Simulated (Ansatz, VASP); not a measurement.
AlGa2P3 in VASP and in Ansatz

```
Al Ga P
1.0
     3.88312    0.00000    0.00000
    -1.94156    3.36288    0.00000
     0.00000    0.00000   19.17770
Al Ga P
2 4 6
Direct
  0.66667 0.33333 0.83300
  0.33333 0.66667 0.33300
  0.66667 0.33333 0.16678
  0.66667 0.33333 0.50007
  0.33333 0.66667 0.00007
  0.33333 0.66667 0.66678
  0.66667 0.33333 0.29161
  0.66667 0.33333 0.62479
  0.66667 0.33333 0.95775
  0.33333 0.66667 0.12479
  0.33333 0.66667 0.45775
  0.33333 0.66667 0.79161
```

Alike in both runs: functional PBE; k mesh 6 × 6 × 1; occupations gaussian, width 0.1 eV; no spin polarisation.

Ansatz relaxed the structure, and its values are those at the end. VASP's run is a single point on that final structure, the one shown.

|  | VASP | Ansatz |
| --- | --- | --- |
| version | VASP 6.6.1 | Ansatz 0.2.0 |
| potentials or method | VASP PAW PBE potentials, release 64 (Al, Ga_d, P), cutoff 520 eV | scalar-relativistic, plane waves, PAW |
| valence electrons in the cell | 88 | 88 |

```tsv
	VASP	Ansatz	Ansatz less VASP
gap on the k mesh at the Fermi level (eV)	1.42	1.42	+0.002
least direct gap on the mesh (eV)	1.54	1.54	+0.002
pressure (GPa)	0.0	0.1	+0.03
```

The functional is the same, so the differences come from potentials, cutoffs and numerics.
